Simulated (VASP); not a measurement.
# Ti2O: relaxation of shape and atoms at fixed volume with PBEsol

Ti2O:

```
Ti O
1.0
     2.82364    0.00000    0.00000
    -1.41182    2.44534    0.00000
     0.00000    0.00000    4.54634
Ti O
2 1
Direct
  0.66667 0.33333 0.26645
  0.33333 0.66667 0.73355
  0.00000 0.00000 0.00000
```

| Property | Result |
| --- | --- |
| Program | VASP 6.6.1 |
| Task | relaxation of shape and atoms at fixed volume |
| Functional | PBEsol |
| Potentials or basis | VASP PAW PBE potentials, release 64 (Ti_sv, O) |
| Cutoff | 600 eV |
| k mesh | 18 × 18 × 10 |
| Occupations | gaussian, width 0.1 eV |
| Spin | no spin polarisation |
| Dipole correction | no |
| Further INCAR settings | ALGO = Normal; EDIFF = 1e-06; IBRION = 2; EDIFFG = -0.01; NSW = 50; ISIF = 4 |

| Item | Value |
| --- | --- |
| Energy gained by relaxing | 0.7 meV/atom |
| Ionic steps | 4 |
| Pressure after relaxing | 33.1 GPa |
| Band gap on the k mesh | zero (bands 15 and 16 overlap by 0.84 eV) |

Stress tensor (GPa, compression positive):
```
33.07  0.00  0.00
 0.00 33.07  0.00
 0.00  0.00 33.20
```

Step by step:
| step | energy change (eV) | largest force (eV/Å) | pressure (GPa) | volume (Å³) |
| --- | --- | --- | --- | --- |
| 1 | 0.0000 | 0.1965 | 33.51 | 31.39 |
| 2 | -0.0016 | 0.0355 | 33.13 | 31.39 |
| 3 | -0.0016 | 0.0055 | 33.16 | 31.39 |
| 4 | -0.0020 | 0.0005 | 33.12 | 31.39 |

Final structure:
```cif
data_structure
_symmetry_space_group_name_H-M 'P 1'
_symmetry_Int_Tables_number 1
_cell_length_a 2.8194
_cell_length_b 2.8194
_cell_length_c 4.5600
_cell_angle_alpha 90.000
_cell_angle_beta 90.000
_cell_angle_gamma 120.000
_cell_volume 31.39
loop_
_atom_site_label
_atom_site_type_symbol
_atom_site_fract_x
_atom_site_fract_y
_atom_site_fract_z
_atom_site_occupancy
Ti1 Ti 0.66667 0.33333 0.26855 1
Ti2 Ti 0.33333 0.66667 0.73145 1
O1 O 0.00000 0.00000 0.00000 1
```

Levels at points of the mesh, in eV from the Fermi level:
| k point | band 13 | band 14 | band 15 | band 16 | band 17 | band 18 |
| --- | --- | --- | --- | --- | --- | --- |
| (0.00, 0.00, 0.00) | -3.50 | -0.12 | 0.21 | 0.63 | 0.63 | 1.30 |
| (0.50, 0.00, 0.00) | -3.19 | -1.35 | -0.29 | 1.44 | 2.15 | 3.47 |
| (0.00, 0.00, 0.50) | -1.96 | -1.51 | 0.11 | 0.11 | 1.54 | 2.38 |
| (0.50, 0.00, 0.50) | -1.86 | -1.32 | -0.50 | -0.34 | 1.18 | 3.32 |

Wall time 12 min on 1 thread of Intel Xeon 8259CL, on a shared host, peak memory 0.34 GiB.

Caveat: the PAW data sets were made with another functional, which shifts forces and pressure a little.
